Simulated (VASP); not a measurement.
Here is a VASP 6.6.1 calculation.

File INCAR:

```
PREC = Accurate
ENCUT = 520
EDIFF = 1E-6
ISMEAR = 0
SIGMA = 0.05
LREAL = False
LASPH = True
NELM = 60
ALGO = Normal
ISIF = 2
LWAVE = False
LCHARG = False
NBANDS = 20
```

KPOINTS

```
regular mesh
0
Gamma
  12 12 2
```

File POSCAR:

```
Te2Mo
1.0
    3.8450514391      0.0000000000      0.0000000000
   -1.9225257196      3.3299122251      0.0000000000
    0.0000000000      0.0000000000     17.5240578200
Te Mo
2 1
Direct
    0.3333333333      0.6666666667      0.8978554500
    0.3333333333      0.6666666667      0.1021445500
    0.0000000000      0.0000000000      0.0000000000
```

Potentials or basis: VASP PAW LDA potentials, release 64 (Te, Mo_sv).

The run is started by

```sh
$ cat potpaw_LDA.64/Te/POTCAR potpaw_LDA.64/Mo_sv/POTCAR > POTCAR
$ mpirun -np 1 vasp_std > vasp.out
```

Task: What does it give for the largest force?

Result: 1.388 eV/Å.

Task: What does it give for the band gap on the k mesh?

Result: 0.55 eV, indirect (least direct gap 0.66 eV).

Forces in eV/Å, atoms in the order of the input:
```
Te   0.000  0.000  1.388
Te   0.000  0.000 -1.388
Mo   0.000  0.000  0.000
```

Caveat: the cell differs from its parent crystal (strain +0.080 along x and y, +0.000 along z); spin-orbit coupling is left out, which moves the levels of the heavy elements.
